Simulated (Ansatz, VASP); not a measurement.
## Sb: VASP beside Ansatz

File INCAR:

```
SYSTEM = Sb
PREC = Accurate ; ENCUT = 520
EDIFF = 1E-6 ; ISMEAR = -1
SIGMA = 0.1 ; LREAL = .FALSE.
LASPH = .TRUE. ; NELM = 80
ALGO = Normal ; ISIF = 2
LWAVE = .FALSE. ; LCHARG = .FALSE.
GGA = PS ; NBANDS = 12
```

The input KPOINTS:

```
Automatic mesh
0
G
  10 7 7
  0 0 0
```

Contents of POSCAR:

```
Sb
1.0
    3.1224020000      0.0000000000      0.0000000000
    0.0000000000      4.3475180000      0.0000000000
   -0.0389150000      0.0000000000      4.4058520000
Sb
2
Direct
    0.9886392882      0.7500000000      0.7611037093
    0.0113889995      0.2500000000      0.2411659992
```

Input for Ansatz:

```yaml
crystal:
  lattice:
    - [3.122402, 0.0, 0.0]
    - [0.0, 4.347518, 0.0]
    - [-0.038915, 0.0, 4.405852]
  atoms:
    - { symbol: Sb, position: [0.9886392882303237, 0.75, 0.761103709339306] }
    - { symbol: Sb, position: [0.011388999513735456, 0.25, 0.241165999221036] }
basis:
  ecutwfc: 571.4391111657479
kpoints:
  mp_grid:
    grid: [10, 7, 7]
hamiltonian:
  xc: pbesol
scf:
  occupations:
    method: fermi_dirac
    width: 0.1
output:
  forces: true
```

Alike in both runs: task single point; functional PBEsol; k mesh 10 × 7 × 7; occupations fermi-dirac, width 0.1 eV; no spin polarisation.

```csv
,VASP,Ansatz
version,VASP 6.6.1,Ansatz 0.2.0
potentials or method,"VASP PAW PBE potentials, release 64 (Sb), cutoff 520 eV","plane waves, PAW"
valence electrons in the cell,10,30
```

VASP gave:

```
rms of the force components (eV/Å) : 0.078
```

**Question.** Estimate Ansatz's values.

**Answer.** rms of the force components (eV/Å): 0.071.

VASP's potentials were made for PBE, not for PBEsol. Atom by atom the forces differ by 0.007 eV/Å (rms over components). VASP's potentials hold 10 valence electrons a cell and Ansatz's 30, so a difference there can come from the potentials and not from the codes.

Spin-orbit coupling is off throughout.
